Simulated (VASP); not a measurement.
# Ga2O3 (C2/m) in VASP: settings compared

Ga2O3 is run at these levels: PBE, r2SCAN; tasks: single point.

Everything below comes from runs of VASP 6.6.1. Logs are shortened: lines on timing, memory, paths and dates and some standing lists are left out, and cuts for length are marked.

## 1. The cell of the first run

Symmetry: C2/m, No. 12, monoclinic system. The conventional cell has a = 12.377 Å, b = 3.070 Å, c = 5.779 Å, α = 90.00°, β = 104.02°, γ = 90.00°. Within 2.6 Å of Ga (site symmetry m) lie 6 O at 1.95 to 2.09 Å. Ga (site symmetry m) has 4 O at 1.83 to 1.87 Å within 2.4 Å. O (site symmetry m) has 3 Ga at 1.85 to 1.95 Å within 2.4 Å. O (site symmetry m) has 4 Ga at 1.87 to 2.09 Å within 2.5 Å. Within 2.4 Å of O (site symmetry m) lie 3 Ga at 1.83 to 1.95 Å.

## 2. Single point, PBE (epitaxial xy strain +1.0%)

The input, INCAR:

```
SYSTEM = Ga2O3
ALGO = Normal
EDIFF = 1E-6
ENCUT = 520
GGA = PE
ISIF = 2
ISMEAR = -1
LASPH = .TRUE.
LCHARG = .FALSE.
LREAL = .FALSE.
LWAVE = .FALSE.
NBANDS = 55
NELM = 80
PREC = Accurate
SIGMA = 0.02
```

The input, KPOINTS:

```
k-points
0
G
  8 8 4
  0 0 0
```

The input, POSCAR:

```
Ga2O3
1.0
    6.1886874205     -1.5347535364     -0.0025976695
    6.1886874205      1.5347535364     -0.0025976695
   -1.3974750767      0.0000000000      5.6071851958
Ga O
4 6
Direct
    0.3412644604      0.3412644604      0.6863744794
    0.6587355396      0.6587355396      0.3136255206
    0.9113707767      0.9113707767      0.2081035815
    0.0886292233      0.0886292233      0.7918964185
    0.5032413102      0.5032413102      0.7421078424
    0.4967586898      0.4967586898      0.2578921576
    0.8260321709      0.8260321709      0.4350249316
    0.1739678291      0.1739678291      0.5649750684
    0.1621332613      0.1621332613      0.1084268108
    0.8378667387      0.8378667387      0.8915731892
```

Potentials or basis: VASP PAW PBE potentials, release 64 (Ga_d, O).

Launch:

```bash
$ cat potpaw_PBE.64/Ga_d/POTCAR potpaw_PBE.64/O/POTCAR > POTCAR
$ mpirun -np 1 vasp_std > vasp.out
```

OUTCAR:

```text
SYSTEM = Ga2O3
   EDIFF = 1E-6
   ENCUT = 520
   GGA = PE
   ISIF = 2
   ISMEAR = -1
   LASPH = .TRUE.
   LREAL = .FALSE.
   NELM = 80
   PREC = Accurate

 ion  position               nearest neighbor table
   1  0.341  0.341  0.686-  10 1.95  10 1.95   5 1.95   8 2.02   7 2.09   7 2.09
   2  0.659  0.659  0.314-   9 1.95   9 1.95   6 1.95   7 2.02   8 2.09   8 2.09
   3  0.911  0.911  0.208-  10 1.83   6 1.85   6 1.85   7 1.87
   4  0.089  0.089  0.792-   9 1.83   5 1.85   5 1.85   8 1.87
   5  0.503  0.503  0.742-   4 1.85   4 1.85   1 1.95
   6  0.497  0.497  0.258-   3 1.85   3 1.85   2 1.95
   7  0.826  0.826  0.435-   3 1.87   2 2.02   1 2.09   1 2.09
   8  0.174  0.174  0.565-   4 1.87   1 2.02   2 2.09   2 2.09
   9  0.162  0.162  0.108-   4 1.83   2 1.95   2 1.95
  10  0.838  0.838  0.892-   3 1.83   1 1.95   1 1.95

  LATTYP: Found a base centered monoclinic cell.
 ALAT       =    12.3773759314
 B/A-ratio  =     0.2479933622
 C/A-ratio  =     0.4668766392
 COS(beta)  =    -0.2422390297

  Lattice vectors:

 A1 = (   6.1886874205,  -1.5347535364,  -0.0025976695)
 A2 = (   6.1886874205,   1.5347535364,  -0.0025976695)
 A3 = (  -1.3974750767,   0.0000000000,   5.6071851958)

Analysis of symmetry for initial positions (statically):
=====================================================================
 Subroutine PRICEL returns:
 Original cell was already a primitive cell.

 Routine SETGRP: Setting up the symmetry group for a
 base centered monoclinic supercell.

 Subroutine GETGRP returns: Found  4 space group operations
 (whereof  4 operations were pure point group operations)
 out of a pool of  4 trial point group operations.

The static configuration has the point symmetry C_2h.

Analysis of symmetry for dynamics (positions and initial velocities):
=====================================================================
 Subroutine PRICEL returns:
 Original cell was already a primitive cell.

 Routine SETGRP: Setting up the symmetry group for a
 base centered monoclinic supercell.

 Subroutine GETGRP returns: Found  4 space group operations
 (whereof  4 operations were pure point group operations)
 out of a pool of  4 trial point group operations.

The dynamic configuration has the point symmetry C_2h.

 Subroutine INISYM returns: Found  4 space group operations
 (whereof  4 operations are pure point group operations),
[... 118 lines left out ...]
   ISIF   =      2    stress and relaxation
   ISYM   =      2    0-nonsym 1-usesym 2-fastsym
   POTIM  = 0.5000    time-step for ionic-motion
   TEBEG  =    0.0;   TEEND  =   0.0 temperature during run
   PSTRESS=    0.0 pullay stress
   NELECT =      88.0000    total number of electrons
   NUPDOWN=      -1.0000    fix difference up-down
   EMIN   =  10.00;   EMAX   =-10.00  energy-range for DOS
   EFERMI =   0.00;   METHOD = LEGACY
   ISMEAR =    -1;   SIGMA  =   0.02  broadening in eV -4-tet -1-fermi 0-gaus
   EFERMI_NEDOS =   21; number of points for ismear=-14 and -15
   IALGO  =     38    algorithm
   IMIX   =      4    mixing-type and parameters
     AMIX     =   0.40;   BMIX     =  1.00
     AMIX_MAG =   1.60;   BMIX_MAG =  1.00
  volume/ion in A,a.u.               =      10.65        71.87
  Fermi-wavevector in a.u.,A,eV,Ry     =   1.536197  2.902991 32.108394  2.359900
  Thomas-Fermi vector in A             =   2.642879
   LORBIT       =      0    0 simple, 1 ext, 2 COOP (PROOUT), +10 PAW based schemes
   GGA     = PE    functional components
   LHFCALC =     F    Hartree Fock is set to
   AEXX    =    0.0000 exact exchange contribution
   IVDW    =     0    specifies the selected vdW correction
   LEPSILON=     F    determine dielectric tensor
   LRPA    =     F    only Hartree local field effects (RPA)
 non-spin polarized calculation
  energy-cutoff  :      520.00
  volume of cell :      106.50
 maximum number of plane-waves:      2888
   NGX = 23   NGY = 23   NGZ = 21

 number of electron      87.9999991 magnetization

 Free energy of the ion-electron system (eV)
  ---------------------------------------------------
  ext. energy  EPLUGINS =         0.00000000
  ---------------------------------------------------
  free energy    TOTEN  =       -59.59434639 eV

  energy without entropy =      -59.59434639  energy(sigma->0) =      -59.59434639

 E-fermi :   4.2183     XC(G=0): -11.5297

 val. band max:        3.7403973282   @ k =   0.0000   0.0000   0.0000
 cond. band min:       5.9735768494   @ k =   0.0000   0.0000   0.0000
 fundamental gap:      2.2331795212
 Fermi energy:         4.2183333326

 k-point     1 :       0.0000    0.0000    0.0000
  band No.  band energies     occupation
      1     -15.1175      2.00000
      2     -13.9491      2.00000
      3     -13.9489      2.00000
      4     -13.8761      2.00000
      5     -13.3950      2.00000
      6     -13.3744      2.00000
[... 1381 lines left out ...]
     54      14.4023      0.00000
     55      15.5968      0.00000

 [... further k-points ...]

------------------------ aborting loop because EDIFF is reached ----------------------------------------

  FORCE on cell =-STRESS in cart. coord.  units (eV):
  Direction    XX          YY          ZZ          XY          YZ          ZX
  --------------------------------------------------------------------------------------
  -------------------------------------------------------------------------------------
  Total        3.7701378      3.5464110      5.5067351      0.0000000      0.0000000      0.2115270
  in kB       56.7154211     53.3498246     82.8396235      0.0000000      0.0000000      3.1820696
  external PRESSURE =      64.3016231 kB  Pullay stress =       0.0000000 kB

 VOLUME and BASIS-vectors are now :
 -----------------------------------------------------------------------------
  energy-cutoff  :      520.00
  volume of cell :      106.50
      direct lattice vectors                 reciprocal lattice vectors
     6.188687420 -1.534753536 -0.002597670     0.080801029 -0.325785208  0.020137987
     6.188687420  1.534753536 -0.002597670     0.080801029  0.325785208  0.020137987
    -1.397475077  0.000000000  5.607185196     0.000074866  0.000000000  0.178361261

 POSITION                                       TOTAL-FORCE (eV/Angst)
 -----------------------------------------------------------------------------------
      3.26477      0.00000      3.84686         0.036652      0.000000      0.006002
      7.71513      0.00000      1.75513        -0.036652      0.000000     -0.006002
     10.98956      0.00000      1.16214        -0.007580      0.000000     -0.003799
     -0.00966      0.00000      4.43985         0.007580      0.000000      0.003799
      5.19173      0.00000      4.15852        -0.069823      0.000000     -0.064621
      5.78817      0.00000      1.44347         0.069823      0.000000      0.064621
      9.61617      0.00000      2.43497        -0.001704      0.000000      0.049427
      1.36373      0.00000      3.16702         0.001704      0.000000     -0.049427
      1.85526      0.00000      0.60713         0.217150      0.000000      0.016775
      9.12464      0.00000      4.99486        -0.217150      0.000000     -0.016775
 -----------------------------------------------------------------------------------
    total drift:                                0.000000      0.000000      0.000000

  FREE ENERGIE OF THE ION-ELECTRON SYSTEM (eV)
  ---------------------------------------------------
  free  energy   TOTEN  =       -59.5943463903 eV

  energy  without entropy=      -59.5943463903  energy(sigma->0) =      -59.59434639
```

It took 19 min on 1 thread of Intel Xeon Platinum 8488C (Sapphire Rapids), shared host; peak memory 0.52 GiB.

Results:

* Free energy: -59.5943 eV
* Pressure: 6.4 GPa
* Largest force: 0.218 eV/Å
* Band gap on the k mesh: 2.23 eV

Forces in eV/Å, atoms in the order of the input:
```
Ga   0.037  0.000  0.006
Ga  -0.037  0.000 -0.006
Ga  -0.008  0.000 -0.004
Ga   0.008  0.000  0.004
O   -0.070  0.000 -0.065
O    0.070  0.000  0.065
O   -0.002  0.000  0.049
O    0.002  0.000 -0.049
O    0.217  0.000  0.017
O   -0.217  0.000 -0.017
```

Stress tensor (GPa, compression positive):
```
5.67 0.00 0.32
0.00 5.33 0.00
0.32 0.00 8.28
```

Levels at points of the mesh, in eV from the valence-band top:
```
           k point  band 40  band 41  band 42  band 43  band 44  band 45  band 46  band 47  band 48  band 49
(0.00, 0.00, 0.00)    -0.74    -0.73    -0.50    -0.31     0.00     2.23     5.61     6.49     6.51     7.67
(0.50, 0.00, 0.00)    -1.30    -0.75    -0.70    -0.49    -0.09     5.54     6.44     7.11     7.31     7.92
(0.50, 0.50, 0.00)    -1.04    -0.74    -0.73    -0.48    -0.11     4.40     4.66     5.62     6.39     7.84
(0.00, 0.00, 0.50)    -1.42    -0.70    -0.64    -0.57    -0.32     4.54     4.79     6.51     7.01     7.62
(0.50, 0.00, 0.50)    -1.29    -1.14    -1.03    -0.74    -0.64     6.73     6.77     7.73     7.84     8.40
(0.50, 0.50, 0.50)    -0.76    -0.68    -0.68    -0.62    -0.02     5.00     5.14     6.02     6.34     6.79
```

Caveat: the cell differs from its parent crystal (epitaxial xy strain +1.0%); the cell stands under pressure.

## 3. Single point, PBE (epitaxial xy strain +3.0%)

The input, INCAR:

```
SYSTEM = Ga2O3
PREC = Accurate ; ENCUT = 520
EDIFF = 1E-6 ; ISMEAR = -1
SIGMA = 0.02 ; LREAL = .False.
LASPH = .True. ; NELM = 80
ALGO = Normal ; ISIF = 2
LWAVE = .False. ; LCHARG = .False.
GGA = PE ; NBANDS = 55
```

The input, KPOINTS:

```
regular mesh
0
Gamma
  8 8 4
  0 0 0
```

The input, POSCAR:

```
Ga2O3
1.0
    6.3112356862     -1.5651446955     -0.0025700363
    6.3112356862      1.5651446955     -0.0025700363
   -1.4251478505      0.0000000000      5.5475376980
Ga O
4 6
Direct
    0.3416858684      0.3416858684      0.6869321099
    0.6583141316      0.6583141316      0.3130678901
    0.9142575863      0.9142575863      0.2123513089
    0.0857424137      0.0857424137      0.7876486911
    0.5028840960      0.5028840960      0.7399430982
    0.4971159040      0.4971159040      0.2600569018
    0.8250118976      0.8250118976      0.4318374081
    0.1749881024      0.1749881024      0.5681625919
    0.1582227571      0.1582227571      0.1084951091
    0.8417772429      0.8417772429      0.8915048909
```

Potentials or basis: VASP PAW PBE potentials, release 64 (Ga_d, O).

Launch:

```bash
$ cat potpaw_PBE.64/Ga_d/POTCAR potpaw_PBE.64/O/POTCAR > POTCAR
$ mpirun -np 1 vasp_std > vasp.out
```

Wall time 15 min (1 thread of AMD EPYC 7R43 (Zen 3), shared host); peak memory 0.49 GiB.

Results (log left out):

```yaml
Free_energy: -59.5742 eV
Pressure: 1.6 GPa
Largest_force: 0.209 eV/Å
Band_gap_on_the_k_mesh: 1.89 eV
```

Forces in eV/Å, atoms in the order of the input:
```
Ga   0.032  0.000 -0.009
Ga  -0.032  0.000  0.009
Ga   0.014  0.000  0.027
Ga  -0.014  0.000 -0.027
O   -0.067  0.000 -0.054
O    0.067  0.000  0.054
O   -0.028  0.000  0.043
O    0.028  0.000 -0.043
O    0.207  0.000  0.027
O   -0.207  0.000 -0.027
```

Stress tensor (GPa, compression positive):
```
-0.12  0.00  0.31
 0.00 -2.76  0.00
 0.31  0.00  7.74
```

Levels at points of the mesh, in eV from the valence-band top:
| k point | band 42 | band 43 | band 44 | band 45 | band 46 | band 47 |
| --- | --- | --- | --- | --- | --- | --- |
| (0.00, 0.00, 0.00) | -0.57 | -0.43 | 0.00 | 1.89 | 5.39 | 5.96 |
| (0.50, 0.00, 0.00) | -0.71 | -0.60 | -0.07 | 5.30 | 6.23 | 6.83 |
| (0.50, 0.50, 0.00) | -0.89 | -0.67 | -0.09 | 4.06 | 4.35 | 5.14 |
| (0.00, 0.00, 0.50) | -0.75 | -0.67 | -0.42 | 4.09 | 4.52 | 6.02 |
| (0.50, 0.00, 0.50) | -1.07 | -0.81 | -0.68 | 6.38 | 6.40 | 7.46 |
| (0.50, 0.50, 0.50) | -0.83 | -0.68 | -0.12 | 4.63 | 4.71 | 5.62 |

Caveat: the cell differs from its parent crystal (epitaxial xy strain +3.0%).

## 4. Single point, r2SCAN (epitaxial xy strain -2.0%)

The input, POSCAR:

```
Ga2O3
1.0
    6.0048650218     -1.4891667977     -0.0026490296
    6.0048650218      1.4891667977     -0.0026490296
   -1.3559659160      0.0000000000      5.7180483035
Ga O
4 6
Direct
    0.3417386015      0.3417386015      0.6826479321
    0.6582613985      0.6582613985      0.3173520679
    0.9045818125      0.9045818125      0.1977351507
    0.0954181875      0.0954181875      0.8022648493
    0.5053703647      0.5053703647      0.7491760835
    0.4946296353      0.4946296353      0.2508239165
    0.8282723896      0.8282723896      0.4392898254
    0.1717276104      0.1717276104      0.5607101746
    0.1692214868      0.1692214868      0.1122467930
    0.8307785132      0.8307785132      0.8877532070
```

The input, INCAR.step1:

```
PREC = Accurate
ENCUT = 520
ISMEAR = 0
SIGMA = 0.01
LREAL = F
LASPH = T
NELM = 100
NBANDS = 55
GGA = PE
ALGO = Normal
EDIFF = 1E-4
LWAVE = T
LCHARG = F
```

The input, INCAR.step2:

```
PREC = Accurate
ENCUT = 520
EDIFF = 1E-6
ISMEAR = 0
SIGMA = 0.01
LREAL = F
LASPH = T
NELM = 100
ALGO = Normal
ISIF = 2
LWAVE = F
LCHARG = F
METAGGA = R2SCAN
LMIXTAU = T
NBANDS = 55
ISTART = 1
```

The input, KPOINTS:

```
Automatic mesh
0
Gamma
  8 8 4
```

Launch:

```bash
$ cat potpaw_PBE.64/Ga_d/POTCAR potpaw_PBE.64/O/POTCAR > POTCAR
$ cp INCAR.step1 INCAR
$ mpirun -np 1 vasp_std > vasp.out
$ cp INCAR.step2 INCAR
$ mpirun -np 1 vasp_std > vasp.out
```

Run time: 75 min. Hardware: 1 thread of Intel Xeon 8259CL, shared host; peak memory 0.55 GiB.

The run converged. Its results:

```
Free energy            : -102.3225 eV
Pressure               : 6.7 GPa
Largest force          : 0.088 eV/Å
Band gap on the k mesh : 3.19 eV (least direct gap 3.27 eV)
```

Forces in eV/Å, atoms in the order of the input:
```
Ga  -0.020  0.000 -0.052
Ga   0.020  0.000  0.052
Ga  -0.045  0.000 -0.005
Ga   0.045  0.000  0.005
O   -0.083  0.000 -0.030
O    0.083  0.000  0.030
O   -0.022  0.000  0.056
O    0.022  0.000 -0.056
O    0.069  0.000  0.030
O   -0.069  0.000 -0.030
```

Stress tensor (GPa, compression positive):
```
 7.14  0.00 -0.33
 0.00 10.85  0.00
-0.33  0.00  2.05
```

Levels at points of the mesh, in eV from the valence-band top:
| k point | band 40 | band 41 | band 42 | band 43 | band 44 | band 45 | band 46 | band 47 | band 48 | band 49 |
| --- | --- | --- | --- | --- | --- | --- | --- | --- | --- | --- |
| (0.00, 0.00, 0.00) | -0.60 | -0.58 | -0.47 | -0.30 | -0.08 | 3.19 | 6.39 | 7.89 | 7.90 | 8.75 |
| (0.50, 0.00, 0.00) | -1.32 | -0.84 | -0.81 | -0.44 | -0.23 | 6.45 | 7.25 | 8.04 | 8.43 | 8.97 |
| (0.50, 0.50, 0.00) | -1.19 | -0.59 | -0.56 | -0.32 | -0.27 | 5.33 | 5.58 | 6.94 | 7.66 | 9.01 |
| (0.00, 0.00, 0.50) | -1.39 | -0.71 | -0.57 | -0.35 | -0.31 | 5.62 | 5.72 | 7.80 | 8.30 | 8.74 |
| (0.50, 0.00, 0.50) | -1.26 | -1.14 | -1.04 | -0.75 | -0.70 | 7.82 | 7.83 | 8.69 | 8.95 | 9.29 |
| (0.50, 0.50, 0.50) | -0.62 | -0.62 | -0.49 | -0.47 | -0.04 | 6.11 | 6.13 | 7.22 | 7.59 | 8.22 |

Caveat: the cell differs from its parent crystal (epitaxial xy strain -2.0%); the cell stands under pressure; the PAW data sets were made with another functional, which shifts forces and pressure a little. A k mesh can miss the band edges.

(Continued in part 2 of 2.)
